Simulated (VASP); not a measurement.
Set up this calculation in VASP 6.6.1, as the native input.

```
Task                   : relaxation of cell and atoms
Functional             : PBE
Potentials or basis    : VASP PAW PBE potentials, release 64 (Au_sv_GW)
Cutoff                 : 540 eV
k mesh                 : 6 × 6 × 2
Occupations            : gaussian, width 0.1 eV
Spin                   : no spin polarisation
Dipole correction      : no
Further INCAR settings : ALGO = Normal; EDIFF = 1e-07; IBRION = 2; EDIFFG = -0.04; NSW = 90; ISIF = 3
```

The structure of Au lies in POSCAR:

```
Au
1.0
    3.2130423376      0.0000000000      0.0000000000
   -1.6065211688      2.7825762878      0.0000000000
    0.0000000000      0.0000000000      8.7509689683
Au
4
Direct
    0.0000000000      0.0000000000      0.2500000000
    0.0000000000      0.0000000000      0.7500000000
    0.3333333333      0.6666666667      0.7500000000
    0.6666666667      0.3333333333      0.2500000000
```

This isn't the form of Au at room conditions, which is fcc.

The input as run:

INCAR

```
PREC = Accurate
ENCUT = 540
EDIFF = 1E-7
ISMEAR = 0
SIGMA = 0.1
LREAL = F
LASPH = T
NELM = 120
ALGO = Normal
ISIF = 3
LWAVE = F
LCHARG = F
GGA = PE
IBRION = 2
NSW = 90
EDIFFG = -0.04
GGA_COMPAT = F
NELMIN = 4
```

KPOINTS

```
regular mesh
0
Gamma
  6 6 2
```

Potentials or basis: VASP PAW PBE potentials, release 64 (Au_sv_GW).

Run with:

```console
$ cat potpaw_PBE.64/Au_sv_GW/POTCAR > POTCAR
$ mpirun -np 1 vasp_std > vasp.out
```

It gave:

```yaml
Relaxed_volume: 22.36 Å³/atom
Relaxed_cell: a = 4.454 Å, b = 4.454 Å, c = 5.206 Å, α = 90.00°, β = 90.00°, γ = 120.00°
Space_group_after_relaxing_to_0.1_Å: P6_3/mmc (No. 194)
Pressure_after_relaxing: 0.0 GPa
Band_gap_on_the_k_mesh: zero (bands 38 and 39 overlap by 2.13 eV)
```

Caveat: the k points lie up to 0.60 Å⁻¹ apart in the final cell, too coarse for converged energies and pressures of a metal; a cell axis changed by over 15 % at a fixed basis, so the end point is rough; spin-orbit coupling is left out, which moves the levels of the heavy elements.

It took 23 min on 1 thread of AMD EPYC 7R13 Processor (Zen 3) (shared host), peak memory 0.19 GiB.
